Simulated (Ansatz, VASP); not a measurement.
One calculation of AlGa2As3, two programs

INCAR

```
SYSTEM = AlGa2As3
PREC = Accurate
ENCUT = 600
EDIFF = 1E-7
ISMEAR = 0
SIGMA = 0.1
LREAL = .False.
LASPH = .True.
NELM = 60
ALGO = Normal
ISIF = 3
LWAVE = .False.
LCHARG = .False.
GGA = PE
IBRION = 2
NSW = 90
EDIFFG = -0.04
```

Contents of KPOINTS:

```
Automatic mesh
0
Gamma
  6 6 2
  0 0 0
```

POSCAR

```
AlGa2As3
1.0
    3.3972629700      0.0000000000      0.0000000000
    0.0000000000      3.3972629700      0.0000000000
    0.0000000000      0.0000000000     10.2856732900
Al Ga As
1 2 3
Direct
    0.5000000000      0.5000000000      0.0000000000
    0.5000000000      0.5000000000      0.3248246900
    0.5000000000      0.5000000000      0.6751753100
    0.0000000000      0.0000000000      0.8390681100
    0.0000000000      0.0000000000      0.1609318900
    0.0000000000      0.0000000000      0.5000000000
```

Input for Ansatz:

```yaml
crystal:
  lattice:
    - [3.39726297, 0.0, 0.0]
    - [0.0, 3.39726297, 0.0]
    - [0.0, 0.0, 10.28567329]
  atoms:
    - { symbol: Al, position: [0.5, 0.5, 0.0] }
    - { symbol: Ga, position: [0.5, 0.5, 0.32482469] }
    - { symbol: Ga, position: [0.5, 0.5, 0.67517531] }
    - { symbol: As, position: [0.0, 0.0, 0.83906811] }
    - { symbol: As, position: [0.0, 0.0, 0.16093189] }
    - { symbol: As, position: [0.0, 0.0, 0.5] }
basis:
  ecutwfc: 420
kpoints:
  mp_grid: { grid: [6, 6, 2] }
hamiltonian:
  xc: pbe
scf:
  occupations: { method: gaussian, width: 0.1 }
  lower_state_search: "off"
output:
  forces: true
  stress: true
  eigenvalues: true
relax:
  adjacent_minimum: "off"
  f_tol: 0.04
  max_steps: 70
  cell: { stress_tol: 0.4 }
```

Change from the starting cell: species swapped into the Li3Tl2Cd type (P4/mmm, No. 123).

Alike in both runs: task relaxation of cell and atoms; functional PBE; k mesh 6 × 6 × 2; occupations gaussian, width 0.1 eV; no spin polarisation.

|  | VASP | Ansatz |
| --- | --- | --- |
| version | VASP 6.6.1 | Ansatz 0.2.0 |
| potentials or method | VASP PAW PBE potentials, release 64 (Al, Ga_d, As), cutoff 600 eV | scalar-relativistic, plane waves, PAW |
| valence electrons in the cell | 44 | 74 |

|  | VASP | Ansatz | Ansatz less VASP |
| --- | --- | --- | --- |
| gap on the k mesh at the Fermi level, each at its own relaxed structure (eV) | none | none | - |
| relaxed volume (Å³/atom) | 19.66 | 20.33 | +0.667 |
| relaxed cell length with the largest relative difference (Å) | 10.687 | 11.083 | +0.3962 |

A gap of «none» marks a metal or a gap that the smearing closes. VASP's potentials hold 44 valence electrons a cell and Ansatz's 74, so a difference there can come from the potentials and not from the codes.

Noted on VASP's run: too few bands were computed for a metal, which touches its energy and stress.
